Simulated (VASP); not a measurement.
# Mg12H (a cell with a defect) in VASP: further runs, part 2 of 2

VASP 6.6.1. The steps go on from the part before.

## Step 3: Single point, PBE

INCAR reads:

```
PREC     = Accurate       # precision mode
ENCUT    = 520            # plane-wave cutoff, eV
EDIFF    = 1E-7           # SCF threshold, eV
ISMEAR   = -1             # smearing method
SIGMA    = 0.05           # smearing width, eV
LREAL    = False          # projectors in reciprocal space
LASPH    = True           # aspherical terms in the spheres
NELM     = 80             # most SCF steps
ALGO     = Normal         # electronic algorithm
ISIF     = 2              # what is computed and relaxed
LWAVE    = False          # write WAVECAR
LCHARG   = False          # write CHGCAR
GGA      = PE             # functional
NBANDS   = 24             # bands
```

KPOINTS reads:

```
regular mesh
0
Gamma
  2 2 2
```

POSCAR reads:

```
Mg12H
1.0
    6.4200000000      0.0000000000      0.0000000000
   -4.8150000000      8.3398250000      0.0000000000
    0.0000000000      0.0000000000      5.2130400000
Mg H
12 1
Direct
   -0.0105859749     -0.0044365439      0.0141568068
    0.1890384440      0.2137335016      0.4828660436
   -0.0326312272      0.3076443451     -0.0439858509
    0.1107578049      0.5732014761      0.4757300922
    0.0119985882      0.7298714302     -0.0372719181
    0.1732659336      0.8761095107      0.4703589460
    0.4977257914      0.0225544301     -0.0767690254
    0.7217690330      0.2438540377      0.4655249144
    0.4761645358      0.3388320498     -0.0589675122
    0.6764914954      0.5771703843      0.5003030861
    0.5186584778      0.6766329030     -0.0133127695
    0.6762589786      0.8998510161      0.5338535672
    0.3819101622      0.7594523866      0.2725856698
```

Potentials or basis: VASP PAW PBE potentials, release 64 (Mg, H).

Launch:

```bash
> cat potpaw_PBE.64/Mg/POTCAR potpaw_PBE.64/H/POTCAR > POTCAR
> mpirun -np 1 vasp_std > vasp.out
```

OUTCAR:

```text
PREC = Accurate
   ENCUT = 520
   EDIFF = 1E-7
   ISMEAR = -1
   LREAL = False
   LASPH = True
   NELM = 80
   ISIF = 2
   GGA = PE

 ion  position               nearest neighbor table
   1  0.989  0.996  0.014-   5 2.65  11 3.05  12 3.05   2 3.06   3 3.09   6 3.12   7 3.18  12 3.22
                             9 3.24   2 3.32   7 3.33   6 3.48
   2  0.189  0.214  0.483-   9 2.89   1 3.06   8 3.16  12 3.18   3 3.20   6 3.20   9 3.26   8 3.29
                             1 3.32  10 3.33   3 3.42
   3  0.967  0.308  0.956-   7 2.89   8 2.90   8 2.99   1 3.09   9 3.13   2 3.20   9 3.31   4 3.36
                             2 3.42   4 3.52  11 3.55
   4  0.111  0.573  0.476-  13 2.06   6 2.74  10 2.81   8 2.89   5 3.17   5 3.28   3 3.36  11 3.43
                            12 3.43  11 3.51   3 3.52  10 3.62
   5  0.012  0.730  0.963-   1 2.65   6 2.86   6 2.93  11 2.95   7 2.99  10 3.07   4 3.17   4 3.28
                            10 3.39  11 3.54   9 3.62
   6  0.173  0.876  0.470-   4 2.74   5 2.86   5 2.93   7 2.99  10 3.05   1 3.12  12 3.14   2 3.20
                            12 3.33   7 3.39   1 3.48   8 3.53
   7  0.498  0.023  0.923-  12 2.86   3 2.89   5 2.99   6 2.99   8 3.04   9 3.12   1 3.18   1 3.33
                             6 3.39   8 3.40  11 3.42
   8  0.722  0.244  0.466-   4 2.89   3 2.90   3 2.99   7 3.04   2 3.16  12 3.20   2 3.29   9 3.30
                            10 3.37   7 3.40   9 3.50   6 3.53
   9  0.476  0.339  0.941-   2 2.89  10 3.04   7 3.12   3 3.13  11 3.13   1 3.24   2 3.26   8 3.30
                             3 3.31   8 3.50  10 3.53   5 3.62
  10  0.676  0.577  0.500-   4 2.81   9 3.04   6 3.05  11 3.06   5 3.07  12 3.11  11 3.18   2 3.33
                             8 3.37   5 3.39   9 3.53   4 3.62
  11  0.519  0.677  0.987-  13 2.08   5 2.95  12 3.01   1 3.05  10 3.06   9 3.13  10 3.18  12 3.41
                             7 3.42   4 3.43   4 3.51   5 3.54   3 3.55
  12  0.676  0.900  0.534-  13 2.17   7 2.86  11 3.01   1 3.05  10 3.11   6 3.14   2 3.18   8 3.20
                             1 3.22   6 3.33  11 3.41   4 3.43
  13  0.382  0.759  0.273-   4 2.06  11 2.08  12 2.17

  LATTYP: Found a simple monoclinic cell.
 ALAT       =     6.4200000000
 B/A-ratio  =     0.8120000000
 C/A-ratio  =     1.3228757108
 COS(beta)  =    -0.1889822286
[... 175 lines left out ...]

 number of electron      25.0000000 magnetization

 Free energy of the ion-electron system (eV)
  ---------------------------------------------------
  ext. energy  EPLUGINS =         0.00000000
  ---------------------------------------------------
  free energy    TOTEN  =       -19.61036677 eV

  energy without entropy =      -19.57165478  energy(sigma->0) =      -19.59101077

 E-fermi :   2.4369     XC(G=0):  -8.4779

 val. band max:        2.2989027319   @ k =   0.0000   0.0000   0.0000
 cond. band min:       2.4442469950   @ k =   0.5000   0.0000   0.0000
 fundamental gap:      0.1453442631
 Fermi energy:         2.4369317958

 k-point     1 :       0.0000    0.0000    0.0000
  band No.  band energies     occupation
      1      -4.7479      2.00000
      2      -2.9332      2.00000
      3      -2.0070      2.00000
      4      -1.5436      2.00000
      5      -0.6680      2.00000
      6      -0.0664      2.00000
[... 205 lines left out ...]
     23       5.9362      0.00000
     24       6.0062      0.00000

------------------------ aborting loop because EDIFF is reached ----------------------------------------

  FORCE on cell =-STRESS in cart. coord.  units (eV):
  Direction    XX          YY          ZZ          XY          YZ          ZX
  --------------------------------------------------------------------------------------
  -------------------------------------------------------------------------------------
  Total       -0.0209108      4.4472716      6.1205500     -0.0303401      0.3661250      0.1456037
  in kB       -0.1200321     25.5282601     35.1332244     -0.1741586      2.1016332      0.8357955
  external PRESSURE =      20.1804841 kB  Pullay stress =       0.0000000 kB

 VOLUME and BASIS-vectors are now :
 -----------------------------------------------------------------------------
  energy-cutoff  :      520.00
  volume of cell :      279.11
      direct lattice vectors                 reciprocal lattice vectors
     6.420000000  0.000000000  0.000000000     0.155763240  0.089929945  0.000000000
    -4.815000000  8.339825000  0.000000000     0.000000000  0.119906593  0.000000000
     0.000000000  0.000000000  5.213040000     0.000000000  0.000000000  0.191826650

 POSITION                                       TOTAL-FORCE (eV/Angst)
 -----------------------------------------------------------------------------------
      1.55840      8.30283      0.07380        -0.388185      0.956650     -0.003989
      0.18450      1.78250      2.51720        -0.080336      0.140872     -0.251111
      4.72920      2.56570      4.98374         0.355962      0.734443      0.285756
     -2.04890      4.78040      2.48000         1.280803     -0.434347     -0.031698
     -3.43730      6.08700      5.01874         0.658991     -1.456905      0.092763
     -3.10610      7.30660      2.45200        -0.183792      1.045205     -0.252860
      3.08680      0.18810      4.81284        -0.223731     -0.039838      0.679718
      3.45960      2.03370      2.42680        -0.631893     -0.469482     -0.476358
      1.42550      2.82580      4.90564         0.406367      0.111970      0.613068
      1.56400      4.81350      2.60810        -0.451527     -0.345278     -0.409173
      0.07180      5.64300      5.14364        -0.723731     -0.179108      0.270443
      0.00880      7.50460      2.78300         0.106228     -0.090118     -0.706055
     -1.20490      6.33370      1.42100        -0.125156      0.025936      0.189496
 -----------------------------------------------------------------------------------
    total drift:                               -0.000123      0.000064      0.000129

  FREE ENERGIE OF THE ION-ELECTRON SYSTEM (eV)
  ---------------------------------------------------
  free  energy   TOTEN  =       -19.6103667709 eV

  energy  without entropy=      -19.5716547757  energy(sigma->0) =      -19.59101077
```

stdout:

```text
POSCAR found type information on POSCAR MgH
 POSCAR found :  2 types and      13 ions
 scaLAPACK will be used
 LDA part: xc-table for (Slater+PW92), standard interpolation
 POSCAR, INCAR and KPOINTS ok, starting setup
 FFT: planning ... GRIDC
 FFT: planning ... GRID_SOFT
 FFT: planning ... GRID
 WAVECAR not read
 entering main loop
```

Run time: 2 min. Hardware: 1 thread of Intel Xeon 6975P-C, shared host; peak memory 0.35 GiB.

What came out:

- Free energy: -19.6104 eV
- Pressure: 2.0 GPa
- Largest force: 1.602 eV/Å

Forces in eV/Å, atoms in the order of the input:
```
Mg  -0.388  0.957 -0.004
Mg  -0.080  0.141 -0.251
Mg   0.356  0.734  0.286
Mg   1.281 -0.434 -0.032
Mg   0.659 -1.457  0.093
Mg  -0.184  1.045 -0.253
Mg  -0.224 -0.040  0.680
Mg  -0.632 -0.469 -0.476
Mg   0.406  0.112  0.613
Mg  -0.452 -0.345 -0.409
Mg  -0.724 -0.179  0.270
Mg   0.106 -0.090 -0.706
H   -0.125  0.026  0.189
```

Caveat: the k points lie up to 0.60 Å⁻¹ apart.

## Step 4: Single point, PBE

INCAR reads:

```
SYSTEM = Mg12H
ALGO = Normal
EDIFF = 1E-6
ENCUT = 520
GGA = PE
ISIF = 2
ISMEAR = -1
LASPH = .TRUE.
LCHARG = .FALSE.
LREAL = .FALSE.
LWAVE = .FALSE.
NBANDS = 24
NELM = 100
PREC = Accurate
SIGMA = 0.05
```

KPOINTS reads:

```
k-points
0
G
  2 2 2
  0 0 0
```

POSCAR reads:

```
Mg12H
1.0
    6.4200000000      0.0000000000      0.0000000000
   -4.8150000000      8.3398250000      0.0000000000
    0.0000000000      0.0000000000      5.2130400000
Mg H
12 1
Direct
    0.0639840344      0.0692580480      0.0595429922
    0.2199479965      0.2344893328      0.4964090051
    0.0266432528      0.3475492591      0.0199691543
    0.1593984720      0.5969549721      0.4448460016
   -0.0101102392      0.6995830248     -0.0926330893
    0.1925698987      0.8741430426      0.4453639335
    0.4959126570      0.0382262218     -0.0433911883
    0.7144166403      0.2507486668      0.4693230821
    0.5218381265      0.3618900876     -0.0530400688
    0.6586509815      0.5972667292      0.3870294492
    0.4780841712      0.6748702761     -0.0594470789
    0.6809146800      0.9357990126      0.5721229839
    0.3591909474      0.7649441085      0.2034129798
```

Launch:

```bash
> cat potpaw_PBE.64/Mg/POTCAR potpaw_PBE.64/H/POTCAR > POTCAR
> mpirun -np 1 vasp_std > vasp.out
```

Wall time 84 s (1 thread of Intel Xeon 6975P-C, shared host); peak memory 0.37 GiB.

The run converged. Its results:

```yaml
Free_energy: -19.3731 eV
Pressure: 2.2 GPa
Largest_force: 1.718 eV/Å
```

Forces in eV/Å, atoms in the order of the input:
```
Mg  -0.380 -1.317 -0.862
Mg  -0.171  0.394  0.744
Mg  -0.271  0.316 -0.622
Mg   0.629 -1.298  0.306
Mg   0.012 -0.106  0.217
Mg  -0.761  1.536 -0.122
Mg   0.036  0.006  0.438
Mg  -0.337  0.054  0.166
Mg   0.352  0.305  0.007
Mg   0.291 -0.187  0.820
Mg  -0.128  0.141 -0.422
Mg   0.975 -0.234 -0.807
H   -0.247  0.390  0.136
```

Stress tensor (GPa, compression positive):
```
-0.43 -0.53 -0.67
-0.53  2.60  0.00
-0.67  0.00  4.41
```

Levels at points of the mesh, in eV from the Fermi level:
```csv
k point,band 10,band 11,band 12,band 13,band 14,band 15
"(0.00, 0.00, 0.00)",-0.62,-0.13,0.09,0.55,0.70,0.85
"(0.50, 0.00, 0.00)",-0.28,-0.21,-0.05,0.03,0.24,0.40
"(0.00, 0.50, 0.00)",-1.05,-0.65,-0.57,-0.05,0.09,1.26
"(0.50, 0.50, 0.00)",-0.26,0.24,0.73,0.83,1.05,1.09
"(0.00, 0.00, 0.50)",-1.57,-1.19,-0.94,-0.49,-0.31,0.71
"(0.50, 0.00, 0.50)",-0.68,-0.56,-0.46,0.22,0.96,1.13
"(0.00, 0.50, 0.50)",-1.06,-0.92,-0.81,-0.43,-0.33,-0.26
"(0.50, 0.50, 0.50)",-1.91,-1.75,-1.57,1.15,2.28,2.37
```

Caveat: the k points lie up to 0.60 Å⁻¹ apart.

## Step 5: Single point, PBE

INCAR reads:

```
SYSTEM = Mg12H
PREC = Accurate
ENCUT = 520
EDIFF = 1E-7
ISMEAR = -1
SIGMA = 0.05
LREAL = .False.
LASPH = .True.
NELM = 60
ALGO = Normal
ISIF = 2
LWAVE = .False.
LCHARG = .False.
GGA = PE
NBANDS = 24
```

KPOINTS reads:

```
Automatic mesh
0
Gamma
  2 2 2
  0 0 0
```

POSCAR reads:

```
Mg12H
1.0
    6.4200000000      0.0000000000      0.0000000000
   -4.8150000000      8.3398250000      0.0000000000
    0.0000000000      0.0000000000      5.2130400000
Mg H
12 1
Direct
    0.0004095995      0.0191131109      0.0186071851
    0.2009769915      0.2383743064      0.5079761521
    0.0611697625      0.3612066200      0.0176288691
    0.1218925718      0.5798443013      0.3831545509
    0.0327257701      0.6994391369     -0.0740067216
    0.1927189169      0.9386407988      0.5343331338
    0.4709933255      0.0194968120      0.0093611405
    0.6452130993      0.2663485145      0.4518476743
    0.5691657115      0.3772261408     -0.0753878735
    0.6264588019      0.5344476653      0.4600578549
    0.5393390754      0.6820886529     -0.1190859844
    0.7388192716      0.9642408564      0.5300362169
    0.4154803593      0.7717308217      0.2403587926
```

Launch:

```bash
> cat potpaw_PBE.64/Mg/POTCAR potpaw_PBE.64/H/POTCAR > POTCAR
> mpirun -np 1 vasp_std > vasp.out
```

Run time: 92 s. Hardware: 1 thread of Intel Xeon 6975P-C, shared host; peak memory 0.37 GiB.

Results (log left out):

| Property | Result |
| --- | --- |
| Free energy | -18.9931 eV |
| Pressure | 2.7 GPa |
| Largest force | 1.915 eV/Å |

Forces in eV/Å, atoms in the order of the input:
```
Mg   0.062  0.133  0.088
Mg  -0.879  0.263  0.068
Mg  -0.090 -0.565 -0.738
Mg   0.519  0.529  1.146
Mg  -0.128 -0.238 -0.102
Mg   0.113 -0.515 -0.546
Mg   0.723  0.163  0.249
Mg   1.583 -0.965 -0.278
Mg  -0.100 -0.418  0.914
Mg  -0.292  1.641 -0.943
Mg  -0.678  0.315  0.870
Mg  -0.820 -0.598 -0.457
H   -0.013  0.256 -0.272
```

Stress tensor (GPa, compression positive):
```
 0.94  0.06 -0.50
 0.06  2.96 -0.01
-0.50 -0.01  4.20
```

Levels at points of the mesh, in eV from the Fermi level:
```csv
k point,band 8,band 9,band 10,band 11,band 12,band 13,band 14,band 15,band 16,band 17
"(0.00, 0.00, 0.00)",-1.63,-1.18,-0.64,-0.07,0.16,0.54,0.60,0.87,1.52,1.88
"(0.50, 0.00, 0.00)",-0.64,-0.52,-0.38,-0.27,-0.02,0.15,0.20,0.57,0.70,1.03
"(0.00, 0.50, 0.00)",-1.97,-1.30,-1.02,-0.69,-0.51,-0.15,-0.07,1.23,1.91,2.11
"(0.50, 0.50, 0.00)",-0.93,-0.46,-0.07,0.28,0.55,0.76,0.99,1.10,1.21,1.44
"(0.00, 0.00, 0.50)",-1.84,-1.63,-1.62,-1.22,-0.83,-0.57,-0.32,0.82,1.28,1.39
"(0.50, 0.00, 0.50)",-3.33,-1.36,-0.78,-0.68,-0.46,0.54,0.96,1.05,1.18,2.31
"(0.00, 0.50, 0.50)",-1.66,-1.25,-0.97,-0.95,-0.89,-0.62,-0.35,-0.31,-0.17,1.04
"(0.50, 0.50, 0.50)",-2.73,-2.30,-1.84,-1.70,-1.63,1.41,2.04,2.42,2.51,2.75
```

Caveat: the k points lie up to 0.60 Å⁻¹ apart.
